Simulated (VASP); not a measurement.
# Sn (Cmmm) in VASP: single point with PBE

Aim: the single point of Sn with PBE.

All numbers are computed with VASP 6.6.1; they aren't measurements. Logs are shortened: lines on timing, memory, paths and dates and some standing lists are left out, and cuts for length are marked.

### 1 The cell of the first run

The structure is orthorhombic, space group Cmmm (No. 65). The conventional cell has a = 3.116 Å, b = 5.818 Å, c = 4.543 Å, α = 90.00°, β = 90.00°, γ = 90.00°. Sn (site symmetry mmm) has 6 Sn at 3.12 to 3.30 Å within 4.1 Å.

### 2 Single point, PBE

File INCAR:

```
PREC = Accurate ; ENCUT = 500
EDIFF = 1E-6 ; ISMEAR = 0
SIGMA = 0.1 ; LREAL = F
LASPH = T ; NELM = 120
ALGO = Normal ; ISIF = 2
LWAVE = F ; LCHARG = F
GGA = PE ; NBANDS = 13
GGA_COMPAT = F
```

File KPOINTS:

```
Automatic mesh
0
Gamma
  6 6 4
```

File POSCAR:

```
Sn
1.0
    1.5581928916     -2.9091580841      0.0000000000
    1.5581928916      2.9091580841      0.0000000000
    0.0000000000      0.0000000000      4.5430687889
Sn
1
Direct
    0.0000000000      0.0000000000      0.0000000000
```

Potentials or basis: VASP PAW PBE potentials, release 64 (Sn_d).

Launch:

```console
cat potpaw_PBE.64/Sn_d/POTCAR > POTCAR
mpirun -np 1 vasp_std > vasp.out
```

OUTCAR:

```text
PREC = Accurate
   ENCUT = 500
   EDIFF = 1E-6
   ISMEAR = 0
   LREAL = F
   LASPH = T
   NELM = 120
   ISIF = 2
   GGA = PE

 ion  position               nearest neighbor table
   1  0.000  0.000  0.000-

  LATTYP: Found a base centered orthorhombic cell.
 ALAT       =     3.1163857832
 B/A-ratio  =     1.8670076727
 C/A-ratio  =     1.4578005115

  Lattice vectors:

 A1 = (   1.5581928916,  -2.9091580841,   0.0000000000)
 A2 = (   1.5581928916,   2.9091580841,   0.0000000000)
 A3 = (   0.0000000000,   0.0000000000,   4.5430687889)

Analysis of symmetry for initial positions (statically):
=====================================================================
 Subroutine PRICEL returns:
 Original cell was already a primitive cell.

 Routine SETGRP: Setting up the symmetry group for a
 base centered orthorhombic supercell.

 Subroutine GETGRP returns: Found  8 space group operations
 (whereof  8 operations were pure point group operations)
 out of a pool of  8 trial point group operations.

The static configuration has the point symmetry D_2h.

Analysis of symmetry for dynamics (positions and initial velocities):
=====================================================================
 Subroutine PRICEL returns:
 Original cell was already a primitive cell.

 Routine SETGRP: Setting up the symmetry group for a
 base centered orthorhombic supercell.

 Subroutine GETGRP returns: Found  8 space group operations
 (whereof  8 operations were pure point group operations)
 out of a pool of  8 trial point group operations.

The dynamic configuration has the point symmetry D_2h.

 Subroutine INISYM returns: Found  8 space group operations
 (whereof  8 operations are pure point group operations),
 and found     1 'primitive' translations

----------------------------------------------------------------------------------------

                                     Primitive cell

  volume of cell :      41.1877

  direct lattice vectors                    reciprocal lattice vectors
     1.558192892 -2.909158084  0.000000000     0.320884534 -0.171871031  0.000000000
     1.558192892  2.909158084  0.000000000     0.320884534  0.171871031  0.000000000
     0.000000000  0.000000000  4.543068789     0.000000000  0.000000000  0.220115531

  length of vectors
     3.300176639  3.300176639  4.543068789     0.364014472  0.364014472  0.220115531

  position of ions in fractional coordinates (direct lattice)
     0.000000000  0.000000000  0.000000000

  ion indices of the primitive-cell ions
   primitive index   ion index
                 1           1

----------------------------------------------------------------------------------------

 KPOINTS: Automatic mesh

Automatic generation of k-mesh.
 Grid dimensions read from file:
 generate k-points for:    6    6    4

 Generating k-lattice:

  Cartesian coordinates                     Fractional coordinates (reciprocal lattice)
     0.053480756 -0.028645172  0.000000000     0.166666667 -0.000000000  0.000000000
     0.053480756  0.028645172  0.000000000    -0.000000000  0.166666667  0.000000000
     0.000000000  0.000000000  0.055028883     0.000000000  0.000000000  0.250000000

  Length of vectors
     0.060669079  0.060669079  0.055028883

  Shift w.r.t. Gamma in fractional coordinates (k-lattice)
     0.000000000  0.000000000  0.000000000

 Subroutine IBZKPT returns following result:
 ===========================================

 Found     39 irreducible k-points:

 Following reciprocal coordinates:
            Coordinates               Weight
  0.000000  0.000000  0.000000      1.000000
  0.166667 -0.000000  0.000000      4.000000
  0.333333  0.000000  0.000000      4.000000
  0.500000 -0.000000  0.000000      2.000000
  0.166667  0.166667  0.000000      2.000000
  0.333333  0.166667  0.000000      4.000000
[... 16 lines left out ...]
  0.333333  0.333333  0.250000      4.000000
  0.500000  0.333333  0.250000      8.000000
 [... further k-points ...]
   k-points           NKPTS =     39   k-points in BZ     NKDIM =     39   number of bands    NBANDS=     13
   number of dos      NEDOS =    301   number of ions     NIONS =      1
   total plane-waves  NPLWV =  20736
   dimension x,y,z NGX =    24 NGY =   24 NGZ =   36
   dimension x,y,z NGXF=    48 NGYF=   48 NGZF=   72
   ions per type =               1
   NGX,Y,Z   is equivalent  to a cutoff of  12.09, 12.09, 13.17 a.u.
   NGXF,Y,Z  is equivalent  to a cutoff of  24.18, 24.18, 26.35 a.u.
 SYSTEM =  unknown system
   PREC   = accura    normal or accurate (medium, high low for compatibility)
   ISTART =      0    job   : 0-new  1-cont  2-samecut
   ICHARG =      2    charge: 1-file 2-atom 10-const
   ISPIN  =      1    spin polarized calculation?
   LNONCOLLINEAR =      F non collinear calculations
   LSORBIT =      F    spin-orbit coupling
   LASPH  =      T    aspherical Exc in radial PAW
   ENCUT  =  500.0 eV  36.75 Ry    6.06 a.u.   6.02  6.02  8.28*2*pi/ulx,y,z
   NELM   =    120;   NELMIN=  2; NELMDL= -5     # of ELM steps
   EDIFF  = 0.1E-05   stopping-criterion for ELM
   LREAL  =      F    real-space projection
   EDIFFG = 0.1E-04   stopping-criterion for IOM
   NSW    =      0    number of steps for IOM
   IBRION =     -1    ionic relax: 0-MD 1-quasi-New 2-CG
   NFREE  =      0    steps in history (QN), initial steepest desc. (CG)
   ISIF   =      2    stress and relaxation
   ISYM   =      2    0-nonsym 1-usesym 2-fastsym
   POTIM  = 0.5000    time-step for ionic-motion
   TEBEG  =    0.0;   TEEND  =   0.0 temperature during run
   PSTRESS=    0.0 pullay stress
   NELECT =      14.0000    total number of electrons
   NUPDOWN=      -1.0000    fix difference up-down
   EMIN   =  10.00;   EMAX   =-10.00  energy-range for DOS
   EFERMI =   0.00;   METHOD = LEGACY
   ISMEAR =     0;   SIGMA  =   0.10  broadening in eV -4-tet -1-fermi 0-gaus
   EFERMI_NEDOS =   21; number of points for ismear=-14 and -15
   IALGO  =     38    algorithm
   IMIX   =      4    mixing-type and parameters
     AMIX     =   0.40;   BMIX     =  1.00
     AMIX_MAG =   1.60;   BMIX_MAG =  1.00
  volume/ion in A,a.u.               =      41.19       277.95
  Fermi-wavevector in a.u.,A,eV,Ry     =   1.142514  2.159039 17.760207  1.305338
  Thomas-Fermi vector in A             =   2.279212
   LORBIT       =      0    0 simple, 1 ext, 2 COOP (PROOUT), +10 PAW based schemes
   GGA     = PE    functional components
   LHFCALC =     F    Hartree Fock is set to
   AEXX    =    0.0000 exact exchange contribution
   IVDW    =     0    specifies the selected vdW correction
   LEPSILON=     F    determine dielectric tensor
   LRPA    =     F    only Hartree local field effects (RPA)
 non-spin polarized calculation
 Gauss-broadening in eV      SIGMA  =   0.10
  energy-cutoff  :      500.00
  volume of cell :       41.19
 maximum number of plane-waves:      1072
   NGX = 13   NGY = 13   NGZ = 17

 number of electron      14.0000002 magnetization

 Free energy of the ion-electron system (eV)
  ---------------------------------------------------
  ext. energy  EPLUGINS =         0.00000000
  ---------------------------------------------------
  free energy    TOTEN  =        -3.42684571 eV

  energy without entropy =       -3.42226689  energy(sigma->0) =       -3.42455630

 E-fermi :   3.9391     XC(G=0):  -8.2619

 val. band max:        3.8927786041   @ k =   0.3333   0.0000   0.0000
 cond. band min:       3.9995229285   @ k =   0.3333   0.0000   0.2500
 fundamental gap:      0.1067443244
 Fermi energy:         3.9391296090

 k-point     1 :       0.0000    0.0000    0.0000
  band No.  band energies     occupation
      1     -17.7194      2.00000
      2     -17.6694      2.00000
      3     -17.5896      2.00000
      4     -17.5530      2.00000
      5     -17.5302      2.00000
      6      -5.7404      2.00000
      7       3.2737      2.00000
      8       7.0620      0.00000
      9      11.4201      0.00000
     10      12.9101      0.00000
     11      15.7012      0.00000
     12      16.1519      0.00000
     13      17.8897      0.00000

 k-point     2 :       0.1667   -0.0000    0.0000
  band No.  band energies     occupation
      1     -17.6748      2.00000
      2     -17.6403      2.00000
      3     -17.5838      2.00000
      4     -17.5657      2.00000
      5     -17.5520      2.00000
      6      -5.1708      2.00000
      7       3.8576      1.75131
      8       7.5662      0.00000
      9       8.8936      0.00000
     10      10.2603      0.00000
     11      13.7020      0.00000
     12      17.8310      0.00000
     13      17.9104      0.00000

 k-point     3 :       0.3333    0.0000    0.0000
  band No.  band energies     occupation
      1     -17.6889      2.00000
      2     -17.6181      2.00000
      3     -17.5676      2.00000
      4     -17.5659      2.00000
      5     -17.4852      2.00000
      6      -3.4521      2.00000
      7       3.8928      1.48786
      8       5.4651      0.00000
      9       8.5813      0.00000
     10       9.1658      0.00000
     11      12.2178      0.00000
     12      13.5471      0.00000
     13      15.5595      0.00000

 k-point     4 :       0.5000   -0.0000    0.0000
  band No.  band energies     occupation
      1     -17.7089      2.00000
      2     -17.6456      2.00000
      3     -17.5737      2.00000
      4     -17.5315      2.00000
      5     -17.4200      2.00000
      6      -1.2275      2.00000
      7       0.5046      2.00000
      8       6.9232      0.00000
      9       7.9606      0.00000
     10      11.1314      0.00000
     11      11.7121      0.00000
     12      11.7204      0.00000
     13      11.9434      0.00000

 k-point     5 :       0.1667    0.1667    0.0000
  band No.  band energies     occupation
      1     -17.6376      2.00000
      2     -17.6309      2.00000
      3     -17.6074      2.00000
      4     -17.5660      2.00000
      5     -17.5015      2.00000
      6      -3.9525      2.00000
      7       5.0292      0.00000
      8       5.6102      0.00000
      9       7.5918      0.00000
     10       8.7008      0.00000
     11      14.8978      0.00000
     12      15.1124      0.00000
     13      16.5607      0.00000
[... 257 lines left out ...]
 k-point    22 :      -0.1667    0.1667    0.2500
  band No.  band energies     occupation
      1     -17.7240      2.00000
      2     -17.6383      2.00000
      3     -17.5747      2.00000
      4     -17.5536      2.00000
      5     -17.5346      2.00000
      6      -5.1003      2.00000
      7       2.3813      2.00000
      8       7.7655      0.00000
      9      10.0831      0.00000
     10      11.7928      0.00000
     11      14.9004      0.00000
     12      15.0817      0.00000
     13      19.3697      0.00000

 k-point    23 :       0.3333    0.3333    0.2500
  band No.  band energies     occupation
      1     -17.6157      2.00000
      2     -17.6085      2.00000
      3     -17.5661      2.00000
      4     -17.5611      2.00000
      5     -17.5252      2.00000
      6      -0.5275      2.00000
      7       2.4418      2.00000
      8       2.5338      2.00000
      9       6.3421      0.00000
     10      10.0515      0.00000
     11      10.3728      0.00000
     12      15.2379      0.00000
     13      16.4201      0.00000

 k-point    24 :       0.5000    0.3333    0.2500
  band No.  band energies     occupation
      1     -17.6816      2.00000
      2     -17.6251      2.00000
      3     -17.5682      2.00000
      4     -17.5580      2.00000
      5     -17.4797      2.00000
      6      -2.1672      2.00000
      7       1.8757      2.00000
      8       5.0554      0.00000
      9       6.4517      0.00000
     10       9.4959      0.00000
     11      13.0143      0.00000
     12      13.9931      0.00000
     13      16.2672      0.00000

 [... further k-points ...]

------------------------ aborting loop because EDIFF is reached ----------------------------------------

  FORCE on cell =-STRESS in cart. coord.  units (eV):
  Direction    XX          YY          ZZ          XY          YZ          ZX
  --------------------------------------------------------------------------------------
  -------------------------------------------------------------------------------------
  Total       -0.5222386     -1.0610646     -0.3300876      0.0000000      0.0000000      0.0000000
  in kB      -20.3147621    -41.2747585    -12.8402031      0.0000000      0.0000000      0.0000000
  external PRESSURE =     -24.8099079 kB  Pullay stress =       0.0000000 kB

 VOLUME and BASIS-vectors are now :
 -----------------------------------------------------------------------------
  energy-cutoff  :      500.00
  volume of cell :       41.19
      direct lattice vectors                 reciprocal lattice vectors
     1.558192892 -2.909158084  0.000000000     0.320884534 -0.171871031  0.000000000
     1.558192892  2.909158084  0.000000000     0.320884534  0.171871031  0.000000000
     0.000000000  0.000000000  4.543068789     0.000000000  0.000000000  0.220115531

 POSITION                                       TOTAL-FORCE (eV/Angst)
 -----------------------------------------------------------------------------------
      0.00000      0.00000      0.00000         0.000000     -0.000000      0.000000
 -----------------------------------------------------------------------------------
    total drift:                                0.000000     -0.000000     -0.000000

  FREE ENERGIE OF THE ION-ELECTRON SYSTEM (eV)
  ---------------------------------------------------
  free  energy   TOTEN  =        -3.4268457106 eV

  energy  without entropy=       -3.4222668875  energy(sigma->0) =       -3.42455630
```

Run time: 22 s. Hardware: 1 thread of Intel Xeon 8259CL, shared host; peak memory 0.16 GiB.

Results:

```yaml
Free_energy: -3.4268 eV
Pressure: -2.5 GPa
Band_gap_on_the_k_mesh: zero (bands 7 and 8 overlap by 2.63 eV)
```

Stress tensor (GPa, compression positive):
```
-2.03  0.00  0.00
 0.00 -4.13  0.00
 0.00  0.00 -1.28
```

Caveat: the k points lie up to 0.38 Å⁻¹ apart, too coarse for converged energies and pressures of a metal; spin-orbit coupling is left out, which moves the levels of the heavy elements.

The gap in the log of VASP goes by the Fermi energy; the results here count the filled bands.